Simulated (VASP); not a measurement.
Input of a VASP 6.6.1 run:

Contents of INCAR:

```
PREC = Accurate
ENCUT = 520
EDIFF = 1E-7
ISMEAR = 1
SIGMA = 0.01
LREAL = F
LASPH = T
NELM = 100
ALGO = Normal
ISIF = 2
LWAVE = F
LCHARG = F
GGA = CA
NBANDS = 10
```

The input KPOINTS:

```
regular mesh
0
Gamma
  14 14 14
```

The input POSCAR:

```
Ir
1.0
    0.0000000000      1.9060927672      1.9060927672
    1.9060927672      0.0000000000      1.9060927672
    1.9060927672      1.9060927672      0.0000000000
Ir
1
Direct
    0.0000000000      0.0000000000      0.0000000000
```

Potentials or basis: VASP PAW LDA potentials, release 64 (Ir).

Command:

```sh
$ cat potpaw_LDA.64/Ir/POTCAR > POTCAR
$ mpirun -np 1 vasp_std > vasp.out
```

Problem. Predict the pressure.

Solution. 2.4 GPa.
